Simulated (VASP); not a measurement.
Input of a VASP 6.6.1 run:

Contents of INCAR:

```
SYSTEM = Sc2GeTe2
  PREC = Accurate
  ENCUT = 520
  EDIFF = 1E-6
  ISMEAR = 0
  SIGMA = 0.1
  LREAL = .FALSE.
  LASPH = .TRUE.
  NELM = 60
  ALGO = Normal
  ISIF = 2
  LWAVE = .FALSE.
  LCHARG = .TRUE.
  GGA = PE
  LELF = .TRUE.
  LVHAR = .TRUE.
  NBANDS = 32
```

Contents of KPOINTS:

```
Automatic mesh
0
G
  6 6 6
  0 0 0
```

The input POSCAR:

```
Sc2GeTe2
1.0
   -2.5230056764      2.5230056764      5.9887174792
    2.5230056764     -2.5230056764      5.9887174792
    2.5230056764      2.5230056764     -5.9887174792
Sc Ge Te
2 1 2
Direct
    0.6348313232      0.6348313232      0.0000000000
    0.3651686768      0.3651686768      0.0000000000
    0.0000000000      0.0000000000      0.0000000000
    0.7500000000      0.2500000000      0.5000000000
    0.2500000000      0.7500000000      0.5000000000
```

Potentials or basis: VASP PAW PBE potentials, release 64 (Sc_sv, Ge_d, Te).

Run with:

```sh
$ cat potpaw_PBE.64/Sc_sv/POTCAR potpaw_PBE.64/Ge_d/POTCAR potpaw_PBE.64/Te/POTCAR > POTCAR
$ mpirun -np 1 vasp_std > vasp.out
```

Q: Estimate the largest force.

A: 0.013 eV/Å.

Q: Estimate the band gap on the k mesh.

A: Zero (bands 24 and 25 overlap by 0.52 eV).

Stress tensor (GPa, compression positive):
```
0.02 0.00 0.00
0.00 0.02 0.00
0.00 0.00 0.34
```

Caveat: spin-orbit coupling is left out, which moves the levels of the heavy elements.
